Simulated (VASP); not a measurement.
SiGeTe2S2:

```xyz
6
Lattice="-3.0228 3.0228 4.6233 3.0228 -3.0228 4.6233 3.0228 3.0228 -4.6233" Properties=species:S:1:pos:R:3 pbc="T T T"
Si    0.0000    0.0000    4.6233
Ge    0.0000    0.0000    0.0000
Te    0.0000    0.0000    6.5062
Te    0.0000    0.0000    2.7404
S     0.0000    3.0228    0.0000
S     3.0228    0.0000    0.0000
```

| Item | Value |
| --- | --- |
| Program | VASP 6.6.1 |
| Task | relaxation of cell and atoms |
| Functional | PBE |
| Potentials or basis | VASP PAW PBE potentials, release 64 (Si, Ge_d, Te, S) |
| Cutoff | 600 eV |
| k mesh | 4 × 4 × 4 |
| Occupations | gaussian, width 0.1 eV |
| Spin | no spin polarisation |

At the start: pressure 20.3 GPa; volume 28.16 Å³/atom.

Question: Where does the relaxation end?

Answer: Over 20 steps the energy falls by 1834.9 meV/atom and the volume is 22.99 Å³/atom (-18.4 %); space group I4/mmm (No. 139, to 0.05 Å).

Step by step:
| step | energy change (eV) | largest force (eV/Å) | pressure (GPa) | volume (Å³) |
| --- | --- | --- | --- | --- |
| 1 | 0.0000 | 17.5165 | 20.30 | 168.98 |
| 2 | -6.1762 | 0.0808 | -7.78 | 247.22 |
| 3 | -6.2234 | 0.0462 | -7.86 | 244.57 |
| 4 | -6.2670 | 0.0116 | -7.94 | 242.10 |
| 5 | -7.1477 | 0.6073 | -8.47 | 207.45 |
| 6 | -7.3833 | 0.5312 | -5.97 | 188.70 |
| 7 | -7.3994 | 0.6802 | -7.26 | 194.92 |
| 8 | -7.4103 | 0.6513 | -6.92 | 192.75 |
| 9 | -9.5580 | 0.5942 | -6.25 | 163.52 |
| 10 | 2.3121 | 0.6093 | 99.88 | 88.05 |
| 11 | -10.2850 | 0.5882 | -4.78 | 152.83 |
| 12 | -10.2311 | 0.6045 | 12.30 | 120.20 |
| 13 | -10.8934 | 0.5880 | -0.52 | 138.64 |
| 14 | -10.9308 | 0.5885 | 1.82 | 133.91 |
| 15 | -10.9322 | 0.5883 | 1.26 | 135.00 |
| 16 | -10.9949 | 0.3046 | 0.32 | 137.61 |
| 17 | -10.9965 | 0.2545 | 0.12 | 138.19 |
| 18 | -11.0050 | 0.1536 | -0.22 | 138.81 |
| 19 | -11.0068 | 0.0742 | -0.46 | 139.29 |
| 20 | -11.0093 | 0.0144 | 0.05 | 137.94 |

Final structure:
```xyz
6
Lattice="-2.4540 2.4540 5.7264 2.4540 -2.4540 5.7264 2.4540 2.4540 -5.7264" Properties=species:S:1:pos:R:3 pbc="T T T"
Si    0.0000    0.0000    5.7264
Ge    0.0000    0.0000    0.0000
Te    0.0000    0.0000    8.5226
Te    0.0000    0.0000    2.9302
S     0.0000    2.4540    0.0000
S     2.4540    0.0000    0.0000
```

Caveat: the k points lie up to 0.45 Å⁻¹ apart in the final cell; the volume moved by over 15 % at a fixed basis, so the end points are rough.
